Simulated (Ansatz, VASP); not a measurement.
## MgO in VASP and in Ansatz

```xyz
2
Lattice="0.0000 2.0724 2.0724 2.0724 0.0000 2.0724 2.0724 2.0724 0.0000" Properties=species:S:1:pos:R:3 pbc="T T T"
Mg    0.0000    0.0000    0.0523
O     2.0724    2.0724    1.9929
```

Change from the starting cell: mode 6 frozen in at -0.081 Å, equal normal strain along x, y and z -0.0167.

Alike in both runs: task single point; functional PBEsol; k mesh 10 × 10 × 10; occupations gaussian, width 0.05 eV; no spin polarisation.

|  | VASP | Ansatz |
| --- | --- | --- |
| version | VASP 6.6.1 | Ansatz 0.2.0 |
| potentials or method | VASP PAW PBE potentials, release 64 (Mg, O), cutoff 520 eV | scalar-relativistic, plane waves, PAW |
| valence electrons in the cell | 8 | 16 |

Ansatz gave:

| Quantity | Value |
| --- | --- |
| gap on the k mesh at the Fermi level (eV) | 5.11 |
| least direct gap on the mesh (eV) | 5.11 |
| pressure (GPa) | 10.8 |
| traceless stress, the component that is largest in VASP (GPa) | 5.08 |
| rms of the force components (eV/Å) | 0.568 |

Task: What did VASP give for the same quantities?

Result: gap on the k mesh at the Fermi level (eV): 5.11; least direct gap on the mesh (eV): 5.11; pressure (GPa): 10.4; traceless stress, the component that is largest in VASP (GPa): 5.19; rms of the force components (eV/Å): 0.577.

VASP's potentials were made for PBE, not for PBEsol, and Ansatz warns of the same on its side. Atom by atom the forces differ by 0.009 eV/Å (rms over components). VASP's potentials hold 8 valence electrons a cell and Ansatz's 16, so a difference there can come from the potentials and not from the codes.
